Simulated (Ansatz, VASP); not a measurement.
# BaS in VASP and in Ansatz

```
Ba S
1.0
     0.00000    3.22198    3.22198
     3.22198    0.00000    3.22198
     3.22198    3.22198    0.00000
Ba S
1 1
Direct
  0.00000 0.00000 0.00000
  0.50000 0.50000 0.50000
```

Alike in both runs: task single point; functional PBE; k mesh 4 × 4 × 4; no spin polarisation.

```csv
,VASP,Ansatz
version,VASP 6.6.1,Ansatz 0.2.0-dev
potentials or method,"VASP PAW PBE potentials, release 64 (Ba_sv, S), cutoff 500 eV",hard PAW set made for 700 eV
occupations,"gaussian, width 0.01 eV",fixed
```

Ansatz gave:

* gap on the k mesh at the Fermi level (eV): 2.24

**Question.** What did VASP give for the same quantities?

**Answer.** gap on the k mesh at the Fermi level (eV): 2.15.

The k mesh is coarse, so the values compare programs but aren't converged. Spin-orbit coupling is off throughout.
